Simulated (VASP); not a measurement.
# AlRu (P4/mmm) in VASP: further runs, part 2 of 2

VASP 6.6.1.

## (4) Single point, PBE (strain -0.015 along x and y, +0.000 along z)

The input, INCAR:

```
SYSTEM = AlRu
PREC     = Accurate       ! precision mode
ENCUT    = 520            ! plane-wave cutoff, eV
EDIFF    = 1E-7           ! SCF threshold, eV
ISMEAR   = 0              ! smearing method
SIGMA    = 0.15           ! smearing width, eV
LREAL    = .False.        ! projectors in reciprocal space
LASPH    = .True.         ! aspherical terms in the spheres
NELM     = 80             ! most SCF steps
ALGO     = Fast           ! electronic algorithm
ISIF     = 2              ! what is computed and relaxed
LWAVE    = .False.        ! write WAVECAR
LCHARG   = .False.        ! write CHGCAR
GGA      = PE             ! functional
NBANDS   = 16             ! bands
```

The input, KPOINTS:

```
regular mesh
0
Gamma
  20 20 20
  0 0 0
```

The input, POSCAR:

```
AlRu
1.0
    2.9590234537      0.0000000000      0.0000000000
    0.0000000000      2.9590234537      0.0000000000
    0.0000000000      0.0000000000      3.0040847246
Al Ru
1 1
Direct
    0.0000000000      0.0000000000      0.0000000000
    0.5000000000      0.5000000000      0.5000000000
```

Potentials or basis: VASP PAW PBE potentials, release 64 (Al, Ru_pv).

Started as:

```
$ cat potpaw_PBE.64/Al/POTCAR potpaw_PBE.64/Ru_pv/POTCAR > POTCAR
$ mpirun -np 1 vasp_std > vasp.out
```

OUTCAR:

```text
SYSTEM = AlRu
   PREC = Accurate
   ENCUT = 520
   EDIFF = 1E-7
   ISMEAR = 0
   LREAL = .False.
   LASPH = .True.
   NELM = 80
   ISIF = 2
   GGA = PE

 ion  position               nearest neighbor table
   1  0.000  0.000  0.000-   2 2.58   2 2.58   2 2.58   2 2.58   2 2.58   2 2.58   2 2.58   2 2.58

   2  0.500  0.500  0.500-   1 2.58   1 2.58   1 2.58   1 2.58   1 2.58   1 2.58   1 2.58   1 2.58

  LATTYP: Found a simple tetragonal cell.
 ALAT       =     2.9590234537
 C/A-ratio  =     1.0152284264

  Lattice vectors:

 A1 = (   2.9590234537,   0.0000000000,   0.0000000000)
 A2 = (   0.0000000000,   2.9590234537,   0.0000000000)
 A3 = (   0.0000000000,   0.0000000000,   3.0040847246)

Analysis of symmetry for initial positions (statically):
=====================================================================
 Subroutine PRICEL returns:
 Original cell was already a primitive cell.

 Routine SETGRP: Setting up the symmetry group for a
 simple tetragonal supercell.

 Subroutine GETGRP returns: Found 16 space group operations
 (whereof 16 operations were pure point group operations)
 out of a pool of 16 trial point group operations.

The static configuration has the point symmetry D_4h.

Analysis of symmetry for dynamics (positions and initial velocities):
=====================================================================
 Subroutine PRICEL returns:
 Original cell was already a primitive cell.

 Routine SETGRP: Setting up the symmetry group for a
 simple tetragonal supercell.

 Subroutine GETGRP returns: Found 16 space group operations
 (whereof 16 operations were pure point group operations)
 out of a pool of 16 trial point group operations.

The dynamic configuration has the point symmetry D_4h.

 Subroutine INISYM returns: Found 16 space group operations
 (whereof 16 operations are pure point group operations),
 and found     1 'primitive' translations

----------------------------------------------------------------------------------------

                                     Primitive cell

[... 107 lines left out ...]
   IALGO  =     68    algorithm
   IMIX   =      4    mixing-type and parameters
     AMIX     =   0.40;   BMIX     =  1.00
     AMIX_MAG =   1.60;   BMIX_MAG =  1.00
  volume/ion in A,a.u.               =      13.15        88.75
  Fermi-wavevector in a.u.,A,eV,Ry     =   1.415429  2.674773 27.258452  2.003440
  Thomas-Fermi vector in A             =   2.536869
   LORBIT       =      0    0 simple, 1 ext, 2 COOP (PROOUT), +10 PAW based schemes
   GGA     = PE    functional components
   LHFCALC =     F    Hartree Fock is set to
   AEXX    =    0.0000 exact exchange contribution
   IVDW    =     0    specifies the selected vdW correction
   LEPSILON=     F    determine dielectric tensor
   LRPA    =     F    only Hartree local field effects (RPA)
 non-spin polarized calculation
 RMM-DIIS sequential band-by-band and
 Gauss-broadening in eV      SIGMA  =   0.15
  energy-cutoff  :      520.00
  volume of cell :       26.30
 maximum number of plane-waves:       739
 NGX is ok and might be reduce to    24
   NGX = 11   NGY = 11   NGZ = 11

 number of electron      16.9999997 magnetization

 Free energy of the ion-electron system (eV)
  ---------------------------------------------------
  ext. energy  EPLUGINS =         0.00000000
  ---------------------------------------------------
  free energy    TOTEN  =       -14.24894601 eV

  energy without entropy =      -14.23075275  energy(sigma->0) =      -14.23984938

 E-fermi :  10.9656     XC(G=0): -12.6576

 val. band max:       10.9648253501   @ k =   0.5000   0.4500   0.3500
 cond. band min:      10.9670787354   @ k =   0.1000   0.1000   0.0000
 fundamental gap:      0.0022533853
 Fermi energy:        10.9655823334

 k-point     1 :       0.0000    0.0000    0.0000
  band No.  band energies     occupation
      1     -30.8179      2.00000
      2     -30.7992      2.00000
      3     -30.7992      2.00000
      4       1.1902      2.00000
      5       7.3009      2.00000
      6       7.3084      2.00000
[... 433 lines left out ...]
      3     -30.8089      2.00000
      4       2.1410      2.00000
      5       7.5584      2.00000
      6       7.6507      2.00000
[... 8 lines left out ...]
     15      24.1504      0.00000
     16      27.9171      0.00000

 [... further k-points ...]
[... 5 lines left out ...]
  --------------------------------------------------------------------------------------
  -------------------------------------------------------------------------------------
  Total        1.2254643      1.2254643      0.7794508      0.0000000      0.0000000      0.0000000
  in kB       74.6452621     74.6452621     47.4777704      0.0000000      0.0000000      0.0000000
  external PRESSURE =      65.5894315 kB  Pullay stress =       0.0000000 kB

 VOLUME and BASIS-vectors are now :
 -----------------------------------------------------------------------------
  energy-cutoff  :      520.00
  volume of cell :       26.30
      direct lattice vectors                 reciprocal lattice vectors
     2.959023454  0.000000000  0.000000000     0.337949332  0.000000000  0.000000000
     0.000000000  2.959023454  0.000000000     0.000000000  0.337949332  0.000000000
     0.000000000  0.000000000  3.004084725     0.000000000  0.000000000  0.332880092

 POSITION                                       TOTAL-FORCE (eV/Angst)
 -----------------------------------------------------------------------------------
      0.00000      0.00000      0.00000         0.000000      0.000000      0.000000
      1.47951      1.47951      1.50204         0.000000      0.000000      0.000000
 -----------------------------------------------------------------------------------
    total drift:                                0.000000     -0.000000     -0.000000

  FREE ENERGIE OF THE ION-ELECTRON SYSTEM (eV)
  ---------------------------------------------------
  free  energy   TOTEN  =       -14.2489460052 eV

  energy  without entropy=      -14.2307527549  energy(sigma->0) =      -14.23984938
```

stdout:

```text
POSCAR found type information on POSCAR AlRu
 POSCAR found :  2 types and       2 ions
 scaLAPACK will be used
 LDA part: xc-table for (Slater+PW92), standard interpolation
 POSCAR, INCAR and KPOINTS ok, starting setup
 FFT: planning ... GRIDC
 FFT: planning ... GRID_SOFT
 FFT: planning ... GRID
 WAVECAR not read
 entering main loop
```

Wall time 4.7 min (1 thread of Intel Xeon 8259CL, shared host); peak memory 0.39 GiB.

What came out:

| Property | Result |
| --- | --- |
| Free energy | -14.2489 eV |
| Pressure | 6.6 GPa |
| Band gap on the k mesh | zero (an odd number of electrons rules out a gap without spin polarisation) |

Stress tensor (GPa, compression positive):
```
7.46 0.00 0.00
0.00 7.46 0.00
0.00 0.00 4.75
```

Caveat: the cell differs from its parent crystal (strain -0.015 along x and y, +0.000 along z); the cell stands under pressure.

## (5) Summary

```csv
cell,further INCAR settings,gap on the mesh (eV),pressure (GPa)
"a = 2.914, b = 2.914, c = 3.094 Å, 2 atoms",ALGO = Fast; EDIFF = 1e-06; NBANDS = 16,none,7.2
"a = 3.004, b = 3.004, c = 2.914 Å, 2 atoms",ALGO = Fast; EDIFF = 1e-06; NBANDS = 16,none,6.7
"a = 2.959, b = 2.959, c = 3.004 Å, 2 atoms",ALGO = Fast; EDIFF = 1e-07; NBANDS = 16,none,6.6
```

Alike in all rows: task single point; level PBE; potentials or basis VASP PAW PBE potentials, release 64 (Al, Ru_pv); no spin polarisation; k mesh 20 × 20 × 20; cutoff (eV) 520; smearing gaussian 0.15 eV.

Caveats: the stress differs along the axes, from 0 to 11 GPa (at least some runs); the stress differs along the axes, from 5 to 10 GPa (at least some runs); the cell stands under pressure (at least some runs).

Absolute energies hang on the potentials; compare differences alone.
